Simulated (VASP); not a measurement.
Runs of VASP 6.6.1 on Ge. The structure is that of space group Imma (No. 74), or close to it. The cells are those of the table. 

```csv
level,spin,cell,k mesh,gap on the mesh (eV),pressure (GPa),largest force (eV/Å)
BLYP,off,"a = 3.914 Å, angles 100.8, 94.7, 136.9°, 2 atoms",11 × 11 × 11,none,7.4,0.08
RPBE,off,"a = 3.914 Å, angles 100.8, 94.7, 136.9°, 2 atoms",11 × 11 × 11,none,2.9,0.05
r2SCAN,off,"a = 3.991 Å, angles 100.8, 94.7, 136.9°, 2 atoms",11 × 11 × 11,none,(a),0.10
PBEsol,"non-collinear, zero start, SOC","a = 3.914 Å, angles 100.8, 94.7, 136.9°, 2 atoms",8 × 8 × 8,-,-2.7,0.02
```

Alike in all rows: potentials or basis VASP PAW PBE potentials, release 64 (Ge_d); cutoff (eV) 520; smearing fermi-dirac 0.05 eV.

Question: Estimate the missing entries.

Answer: (a) -5.0.

Caveats: the PAW data sets were made with another functional, which shifts forces and pressure a little; the cell stands under pressure (at least some runs); the cell stands under tension (at least some runs).

A k mesh can miss the band edges, and rows without SOC leave out spin-orbit coupling on Ge.

A gap of «none» marks levels without a gap at the run's occupations.
